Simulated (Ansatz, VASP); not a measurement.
# Two plane-wave programs on ZrB2

INCAR

```
SYSTEM = ZrB2
PREC = Accurate
ENCUT = 520
EDIFF = 1E-6
ISMEAR = 0
SIGMA = 0.1
LREAL = .FALSE.
LASPH = .TRUE.
NELM = 80
ALGO = Normal
ISIF = 2
LWAVE = .FALSE.
LCHARG = .TRUE.
GGA = PE
LELF = .TRUE.
LVHAR = .TRUE.
NBANDS = 16
```

KPOINTS

```
Automatic mesh
0
G
  8 8 8
  0 0 0
```

Contents of POSCAR:

```
ZrB2
1.0
   -1.4569196309      1.4569196309      3.5740059695
    1.4569196309     -1.4569196309      3.5740059695
    1.4569196309      1.4569196309     -3.5740059695
Zr B
1 2
Direct
    0.0000000000      0.0000000000      0.0000000000
    0.6650000000      0.6650000000      0.0000000000
    0.3350000000      0.3350000000      0.0000000000
```

Input for Ansatz:

```yaml
crystal:
  lattice:
    - [-1.4569196309, 1.4569196309, 3.5740059695]
    - [1.4569196309, -1.4569196309, 3.5740059695]
    - [1.4569196309, 1.4569196309, -3.5740059695]
  atoms:
    - { symbol: Zr, position: [0.0, 0.0, 0.0] }
    - { symbol: B, position: [0.665, 0.665, 0.0] }
    - { symbol: B, position: [0.335, 0.335, 0.0] }
basis:
  ecutwfc: 420
kpoints:
  mp_grid: { grid: [8, 8, 8] }
hamiltonian:
  xc: pbe
scf:
  occupations: { method: gaussian, width: 0.1 }
  lower_state_search: "off"
output:
  forces: true
  stress: true
  eigenvalues: true
```

Alike in both runs: task single point; functional PBE; k mesh 8 × 8 × 8; occupations gaussian, width 0.1 eV; no spin polarisation.

|  | VASP | Ansatz |
| --- | --- | --- |
| version | VASP 6.6.1 | Ansatz 0.2.0 |
| potentials or method | VASP PAW PBE potentials, release 64 (Zr_sv, B), cutoff 520 eV | scalar-relativistic, plane waves, PAW |
| valence electrons in the cell | 18 | 18 |

Ansatz gave:

- gap on the k mesh at the Fermi level (eV): none
- rms of the force components (eV/Å): 0.800

Q: Estimate VASP's values.

A: gap on the k mesh at the Fermi level (eV): none; rms of the force components (eV/Å): 0.802.

Atom by atom the forces differ by 0.002 eV/Å (rms over components). A gap of «none» marks a metal or a gap that the smearing closes.

The k mesh is coarse, so the values compare programs but aren't converged.
